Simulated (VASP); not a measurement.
Runs of VASP 6.6.1 on WSe2. The structure is that of space group P6_3/mmc (No. 194), or close to it. The cells are those of the table. 

| cell | k mesh | smearing | gap on the mesh (eV) | pressure (GPa) | largest force (eV/Å) |
| --- | --- | --- | --- | --- | --- |
| a = 3.321, b = 3.321, c = 15.044 Å, angles 90.0, 90.0, 120.0°, 6 atoms | 12 × 12 × 2 | gaussian 0.02 eV | 1.46 | 0.3 | 0.05 |
| a = 3.387, b = 3.387, c = 15.345 Å, angles 90.0, 90.0, 120.0°, 6 atoms | 12 × 12 × 2 | gaussian 0.02 eV | 1.20 | -2.1 | 0.04 |
| a = 3.320, b = 3.320, c = 13.737 Å, angles 90.0, 90.0, 120.0°, 6 atoms | 6 × 6 × 2 | gaussian 0.1 eV | (b) | 1.9 | (a) |
| a = 3.354, b = 3.354, c = 15.194 Å, angles 90.0, 90.0, 120.0°, 6 atoms | 12 × 12 × 2 | gaussian 0.02 eV | 1.40 | -1.0 | 0.04 |

Alike in all rows: task single point; level PBE; potentials or basis VASP PAW PBE potentials, release 64 (W_sv, Se); no spin polarisation; cutoff (eV) 520.

Question: Fill in the values left out.

Answer: (a) 0.31; (b) 1.22.

Caveats: spin-orbit coupling is left out, which moves the levels of the heavy elements; this functional lacks dispersion, which binds the layers, so the pressure and a relaxed spacing across them are unreliable.

A k mesh can miss the band edges, and the runs leave out spin-orbit coupling on Se, W.
